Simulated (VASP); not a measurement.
A run of VASP 6.6.1 is set up as follows.

Contents of INCAR:

```
SYSTEM = Li4SiC2
PREC = Accurate
ENCUT = 520
EDIFF = 1E-6
ISMEAR = 0
SIGMA = 0.1
LREAL = .FALSE.
LASPH = .TRUE.
NELM = 100
ALGO = Normal
ISIF = 2
LWAVE = .FALSE.
LCHARG = .FALSE.
GGA = PE
NBANDS = 21
```

Contents of KPOINTS:

```
Automatic mesh
0
G
  14 14 14
  0 0 0
```

File POSCAR:

```
Li4SiC2
1.0
   -4.3273341670      4.3273341670      1.3454409654
    4.3273341670     -4.3273341670      1.3454409654
    4.3273341670      4.3273341670     -1.3454409654
Li Si C
4 1 2
Direct
    0.2489299203      0.5000000000      0.7489299203
    0.5000000000      0.2489299203      0.7489299203
    0.5000000000      0.7510700797      0.2510700797
    0.7510700797      0.5000000000      0.2510700797
    0.0000000000      0.0000000000      0.0000000000
    0.7500000000      0.2500000000      0.5000000000
    0.2500000000      0.7500000000      0.5000000000
```

Potentials or basis: VASP PAW PBE potentials, release 64 (Li_sv, Si, C).

The run is started by

```bash
$ cat potpaw_PBE.64/Li_sv/POTCAR potpaw_PBE.64/Si/POTCAR potpaw_PBE.64/C/POTCAR > POTCAR
$ mpirun -np 1 vasp_std > vasp.out
```

**Question.** Estimate the band gap on the k mesh.

**Answer.** Zero (bands 12 and 13 overlap by 2.77 eV).
